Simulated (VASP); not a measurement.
Write the native input for VASP 6.6.1 that does the following.

```yaml
Task: single point
Functional: PBE
Potentials_or_basis: VASP PAW PBE potentials, release 64 (Mg, S)
Cutoff: 520 eV
k_mesh: 9 × 9 × 8
Occupations: fermi-dirac, width 0.05 eV
Spin: no spin polarisation
Dipole_correction: no
Further_INCAR_settings: ALGO = Normal; EDIFF = 1e-06; NBANDS = 11
```

The structure of MgS lies in POSCAR:

```
MgS
1.0
    3.5621079365      0.0000000000      0.0000000000
   -1.7810490358      3.0848761704      0.0000000000
    0.0000000000      0.0000000000      3.2605888483
Mg S
1 1
Direct
    0.0000000000      0.0000000000      0.5000000000
    0.6666700000      0.3333300000      0.0000000000
```

One way to write it, as run:

INCAR

```
SYSTEM = MgS
ALGO     = Normal         ! electronic algorithm
EDIFF    = 1E-6           ! SCF threshold, eV
ENCUT    = 520            ! plane-wave cutoff, eV
GGA      = PE             ! functional
ISIF     = 2              ! what is computed and relaxed
ISMEAR   = -1             ! smearing method
LASPH    = .True.         ! aspherical terms in the spheres
LCHARG   = .False.        ! write CHGCAR
LREAL    = .False.        ! projectors in reciprocal space
LWAVE    = .False.        ! write WAVECAR
NBANDS   = 11             ! bands
NELM     = 80             ! most SCF steps
PREC     = Accurate       ! precision mode
SIGMA    = 0.05           ! smearing width, eV
```

KPOINTS

```
k-points
0
Gamma
  9 9 8
  0 0 0
```

Potentials or basis: VASP PAW PBE potentials, release 64 (Mg, S).

Command:

```bash
$ cat potpaw_PBE.64/Mg/POTCAR potpaw_PBE.64/S/POTCAR > POTCAR
$ mpirun -np 1 vasp_std > vasp.out
```

It gave:

```
Pressure               : 2.8 GPa
Band gap on the k mesh : 1.21 eV, indirect (least direct gap 2.22 eV)
```

Run time: 14 s on 1 thread of Intel(R) Xeon(R) 6975P-C (Granite Rapids), on a shared host, peak memory 0.18 GiB.
